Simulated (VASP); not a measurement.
# Li (Im-3m) in VASP: notebook

Runs on Li. Level: PBEsol. Tasks: single point, relaxation of volume and atoms at fixed shape.

All numbers are computed with VASP 6.6.1; they aren't measurements. Logs are shortened: lines on timing, memory, paths and dates and some standing lists are left out, and cuts for length are marked.

## Step 1: The cell of the first run

Symmetry: Im-3m, No. 229, cubic system. Conventional cell: a = 3.428 Å, b = 3.428 Å, c = 3.428 Å, α = 90.00°, β = 90.00°, γ = 90.00°. Within 3.9 Å of Li (site symmetry m-3m) lie 14 Li at 2.97 to 3.43 Å.

## Step 2: Single point, PBEsol

INCAR reads:

```
  ALGO = Normal
  EDIFF = 1E-6
  ENCUT = 520
  GGA = PS
  ISIF = 2
  ISMEAR = 0
  LASPH = True
  LCHARG = False
  LREAL = False
  LWAVE = False
  NBANDS = 10
  NELM = 80
  PREC = Accurate
  SIGMA = 0.1
```

KPOINTS reads:

```
k-points
0
Gamma
  6 6 6
```

POSCAR reads:

```
Li
1.0
    3.4280768598      0.0000000000      0.0000000000
    0.0000000000      3.4280768598      0.0000000000
    0.0000000000      0.0000000000      3.4280768598
Li
2
Direct
    0.0000000000      0.0000000000      0.0000000000
    0.5000000000      0.5000000000      0.5000000000
```

Potentials or basis: VASP PAW PBE potentials, release 64 (Li_sv).

Started as:

```bash
$ cat potpaw_PBE.64/Li_sv/POTCAR > POTCAR
$ mpirun -np 1 vasp_std > vasp.out
```

OUTCAR:

```text
EDIFF = 1E-6
   ENCUT = 520
   GGA = PS
   ISIF = 2
   ISMEAR = 0
   LASPH = True
   LREAL = False
   NELM = 80
   PREC = Accurate

 ion  position               nearest neighbor table
   1  0.000  0.000  0.000-
   2  0.500  0.500  0.500-

  LATTYP: Found a simple cubic cell.
 ALAT       =     3.4280768598

  Lattice vectors:

 A1 = (   3.4280768598,   0.0000000000,   0.0000000000)
 A2 = (   0.0000000000,   3.4280768598,   0.0000000000)
 A3 = (   0.0000000000,   0.0000000000,   3.4280768598)

Analysis of symmetry for initial positions (statically):
=====================================================================
 Subroutine PRICEL returns following result:

  LATTYP: Found a body centered cubic cell.
 ALAT       =     3.4280768598

  Lattice vectors:

 A1 = (   1.7140384299,   1.7140384299,  -1.7140384299)
 A2 = (  -1.7140384299,   1.7140384299,   1.7140384299)
 A3 = (   1.7140384299,  -1.7140384299,   1.7140384299)

   2 primitive cells build up your supercell.

 Routine SETGRP: Setting up the symmetry group for a
 simple cubic supercell.

 Subroutine GETGRP returns: Found 48 space group operations
 (whereof 48 operations were pure point group operations)
 out of a pool of 48 trial point group operations.

The static configuration has the point symmetry O_h .

Analysis of symmetry for dynamics (positions and initial velocities):
=====================================================================
 Subroutine PRICEL returns following result:

  LATTYP: Found a body centered cubic cell.
 ALAT       =     3.4280768598

  Lattice vectors:

 A1 = (   1.7140384299,   1.7140384299,  -1.7140384299)
 A2 = (  -1.7140384299,   1.7140384299,   1.7140384299)
 A3 = (   1.7140384299,  -1.7140384299,   1.7140384299)

   2 primitive cells build up your supercell.

 Routine SETGRP: Setting up the symmetry group for a
 simple cubic supercell.

 Subroutine GETGRP returns: Found 48 space group operations
 (whereof 48 operations were pure point group operations)
 out of a pool of 48 trial point group operations.

The dynamic configuration has the point symmetry O_h .

 Subroutine INISYM returns: Found 48 space group operations
 (whereof 48 operations are pure point group operations),
 and found     2 'primitive' translations

----------------------------------------------------------------------------------------

                                     Primitive cell

  volume of cell :      20.1429

  direct lattice vectors                    reciprocal lattice vectors
     1.714038430  1.714038430 -1.714038430     0.291708745  0.291708745  0.000000000
    -1.714038430  1.714038430  1.714038430    -0.000000000  0.291708745  0.291708745
     1.714038430 -1.714038430  1.714038430     0.291708745  0.000000000  0.291708745

  length of vectors
     2.968801647  2.968801647  2.968801647     0.412538464  0.412538464  0.412538464

  position of ions in fractional coordinates (direct lattice)
     0.000000000  0.000000000  0.000000000

  ion indices of the primitive-cell ions
   primitive index   ion index
                 1           1

----------------------------------------------------------------------------------------

 KPOINTS: k-points

Automatic generation of k-mesh.
 Grid dimensions read from file:
 generate k-points for:    6    6    6

 Generating k-lattice:

  Cartesian coordinates                     Fractional coordinates (reciprocal lattice)
     0.048618124  0.000000000  0.000000000     0.166666667  0.000000000  0.000000000
     0.000000000  0.048618124  0.000000000     0.000000000  0.166666667  0.000000000
     0.000000000  0.000000000  0.048618124     0.000000000  0.000000000  0.166666667

  Length of vectors
     0.048618124  0.048618124  0.048618124

  Shift w.r.t. Gamma in fractional coordinates (k-lattice)
     0.000000000  0.000000000  0.000000000

 Subroutine IBZKPT returns following result:
 ===========================================

 Found     20 irreducible k-points:

 Following reciprocal coordinates:
            Coordinates               Weight
  0.000000  0.000000  0.000000      1.000000
  0.166667  0.000000  0.000000      6.000000
  0.333333  0.000000  0.000000      6.000000
  0.500000  0.000000  0.000000      3.000000
  0.166667  0.166667  0.000000     12.000000
  0.333333  0.166667  0.000000     24.000000
[... 12 lines left out ...]
  0.500000  0.500000  0.333333      6.000000
  0.500000  0.500000  0.500000      1.000000
   k-points           NKPTS =     20   k-points in BZ     NKDIM =     20   number of bands    NBANDS=     10
   number of dos      NEDOS =    301   number of ions     NIONS =      2
   total plane-waves  NPLWV =  21952
   dimension x,y,z NGX =    28 NGY =   28 NGZ =   28
   dimension x,y,z NGXF=    56 NGYF=   56 NGZF=   56
   ions per type =               2
   NGX,Y,Z   is equivalent  to a cutoff of  13.58, 13.58, 13.58 a.u.
   NGXF,Y,Z  is equivalent  to a cutoff of  27.16, 27.16, 27.16 a.u.
 SYSTEM =  unknown system
   PREC   = accura    normal or accurate (medium, high low for compatibility)
   ISTART =      0    job   : 0-new  1-cont  2-samecut
   ICHARG =      2    charge: 1-file 2-atom 10-const
   ISPIN  =      1    spin polarized calculation?
   LNONCOLLINEAR =      F non collinear calculations
   LSORBIT =      F    spin-orbit coupling
   LASPH  =      T    aspherical Exc in radial PAW
   ENCUT  =  520.0 eV  38.22 Ry    6.18 a.u.   6.37  6.37  6.37*2*pi/ulx,y,z
   NELM   =     80;   NELMIN=  2; NELMDL= -5     # of ELM steps
   EDIFF  = 0.1E-05   stopping-criterion for ELM
   LREAL  =      F    real-space projection
   EDIFFG = 0.1E-04   stopping-criterion for IOM
   NSW    =      0    number of steps for IOM
   IBRION =     -1    ionic relax: 0-MD 1-quasi-New 2-CG
   NFREE  =      0    steps in history (QN), initial steepest desc. (CG)
   ISIF   =      2    stress and relaxation
   ISYM   =      2    0-nonsym 1-usesym 2-fastsym
   POTIM  = 0.5000    time-step for ionic-motion
   TEBEG  =    0.0;   TEEND  =   0.0 temperature during run
   PSTRESS=    0.0 pullay stress
   NELECT =       6.0000    total number of electrons
   NUPDOWN=      -1.0000    fix difference up-down
   EMIN   =  10.00;   EMAX   =-10.00  energy-range for DOS
   EFERMI =   0.00;   METHOD = LEGACY
   ISMEAR =     0;   SIGMA  =   0.10  broadening in eV -4-tet -1-fermi 0-gaus
   EFERMI_NEDOS =   21; number of points for ismear=-14 and -15
   IALGO  =     38    algorithm
   IMIX   =      4    mixing-type and parameters
     AMIX     =   0.40;   BMIX     =  1.00
     AMIX_MAG =   1.60;   BMIX_MAG =  1.00
  volume/ion in A,a.u.               =      20.14       135.93
  Fermi-wavevector in a.u.,A,eV,Ry     =   0.867777  1.639860 10.245684  0.753037
  Thomas-Fermi vector in A             =   1.986360
   LORBIT       =      0    0 simple, 1 ext, 2 COOP (PROOUT), +10 PAW based schemes
   GGA     = PS    functional components
   LHFCALC =     F    Hartree Fock is set to
   AEXX    =    0.0000 exact exchange contribution
   IVDW    =     0    specifies the selected vdW correction
   LEPSILON=     F    determine dielectric tensor
   LRPA    =     F    only Hartree local field effects (RPA)
 non-spin polarized calculation
 Gauss-broadening in eV      SIGMA  =   0.10
  energy-cutoff  :      520.00
  volume of cell :       40.29
 maximum number of plane-waves:      1108
 NGX is ok and might be reduce to    28
   NGX = 13   NGY = 13   NGZ = 13

 number of electron       5.9999998 magnetization

 Free energy of the ion-electron system (eV)
  ---------------------------------------------------
  ext. energy  EPLUGINS =         0.00000000
  ---------------------------------------------------
  free energy    TOTEN  =        -3.93717498 eV

  energy without entropy =       -3.92675329  energy(sigma->0) =       -3.93196414

 E-fermi :   0.6329     XC(G=0):  -7.0330

 val. band max:        0.3804690525   @ k =   0.5000   0.3333   0.0000
 cond. band min:       0.6760593518   @ k =   0.5000   0.3333   0.1667
 fundamental gap:      0.2955902993
 Fermi energy:         0.6329196772

 k-point     1 :       0.0000    0.0000    0.0000
  band No.  band energies     occupation
      1     -45.2572      2.00000
      2     -45.2213      2.00000
      3      -2.9185      2.00000
      4       6.1920      0.00000
      5       6.1920      0.00000
      6       6.1920      0.00000
      7       8.4377      0.00000
      8       8.4377      0.00000
      9      14.4078      0.00000
     10      15.3400      0.00000

 k-point     2 :       0.1667    0.0000    0.0000
  band No.  band energies     occupation
      1     -45.2545      2.00000
      2     -45.2235      2.00000
      3      -2.6547      2.00000
      4       3.9328      0.00000
      5       6.5332      0.00000
      6       6.5332      0.00000
      7       8.7929      0.00000
      8      11.1140      0.00000
      9      13.9941      0.00000
     10      13.9986      0.00000

 k-point     3 :       0.3333    0.0000    0.0000
  band No.  band energies     occupation
      1     -45.2471      2.00000
      2     -45.2292      2.00000
      3      -1.8563      2.00000
      4       1.4327      0.00000
      5       7.5517      0.00000
      6       7.5517      0.00000
      7       9.8587      0.00000
      8      11.4794      0.00000
      9      11.4794      0.00000
     10      13.1455      0.00000
[... 196 lines left out ...]
 k-point    19 :       0.5000    0.5000    0.3333
  band No.  band energies     occupation
      1     -45.2348      2.00000
      2     -45.2348      2.00000
      3       2.2895      0.00000
      4       2.2895      0.00000
      5       4.0097      0.00000
      6       4.0097      0.00000
      7       6.4730      0.00000
      8       6.4730      0.00000
      9       9.5407      0.00000
     10       9.5407      0.00000

 k-point    20 :       0.5000    0.5000    0.5000
  band No.  band energies     occupation
      1     -45.2343      2.00000
      2     -45.2343      2.00000
      3       4.0380      0.00000
      4       4.0380      0.00000
      5       4.0380      0.00000
      6       4.0380      0.00000
      7       4.0380      0.00000
      8       4.0380      0.00000
      9       9.1740      0.00000
     10       9.1740      0.00000

------------------------ aborting loop because EDIFF is reached ----------------------------------------

  FORCE on cell =-STRESS in cart. coord.  units (eV):
  Direction    XX          YY          ZZ          XY          YZ          ZX
  --------------------------------------------------------------------------------------
  -------------------------------------------------------------------------------------
  Total       -0.0100228     -0.0100228     -0.0100228     -0.0000000      0.0000000     -0.0000000
  in kB       -0.3986090     -0.3986090     -0.3986090     -0.0000000      0.0000000     -0.0000000
  external PRESSURE =      -0.3986090 kB  Pullay stress =       0.0000000 kB

 VOLUME and BASIS-vectors are now :
 -----------------------------------------------------------------------------
  energy-cutoff  :      520.00
  volume of cell :       40.29
      direct lattice vectors                 reciprocal lattice vectors
     3.428076860  0.000000000  0.000000000     0.291708745  0.000000000  0.000000000
     0.000000000  3.428076860  0.000000000     0.000000000  0.291708745  0.000000000
     0.000000000  0.000000000  3.428076860     0.000000000  0.000000000  0.291708745

 POSITION                                       TOTAL-FORCE (eV/Angst)
 -----------------------------------------------------------------------------------
      0.00000      0.00000      0.00000        -0.000000      0.000000     -0.000000
      1.71404      1.71404      1.71404         0.000000     -0.000000      0.000000
 -----------------------------------------------------------------------------------
    total drift:                                0.000000      0.000000      0.000000

  FREE ENERGIE OF THE ION-ELECTRON SYSTEM (eV)
  ---------------------------------------------------
  free  energy   TOTEN  =        -3.9371749826 eV

  energy  without entropy=       -3.9267532931  energy(sigma->0) =       -3.93196414
```

Wall time 5.8 s (1 thread of Intel Xeon 6975P-C, shared host); peak memory 0.14 GiB.

Results:

```
Free energy            : -3.9372 eV
Band gap on the k mesh : zero (band 3 reaches 4.04 eV, above the bottom of band 4 at -0.50 eV)
```

Levels at points of the mesh, in eV from the Fermi level:
| k point | band 1 | band 2 | band 3 | band 4 | band 5 | band 6 | band 7 | band 8 |
| --- | --- | --- | --- | --- | --- | --- | --- | --- |
| (0.00, 0.00, 0.00) | -45.89 | -45.85 | -3.55 | 5.56 | 5.56 | 5.56 | 7.80 | 7.80 |
| (0.50, 0.00, 0.00) | -45.87 | -45.87 | -1.13 | -1.13 | 8.59 | 8.59 | 8.59 | 8.59 |
| (0.50, 0.50, 0.00) | -45.87 | -45.87 | 0.25 | 0.25 | 3.30 | 3.30 | 10.43 | 10.43 |
| (0.50, 0.50, 0.50) | -45.87 | -45.87 | 3.41 | 3.41 | 3.41 | 3.41 | 3.41 | 3.41 |

Caveat: the cutoff is under 1.25 times the usual one of these potentials, so pressure, stress and relaxed cells hold a basis-set (Pulay) error; the PAW data sets were made with another functional, which shifts forces and pressure a little.

[end of part 1 of 2]
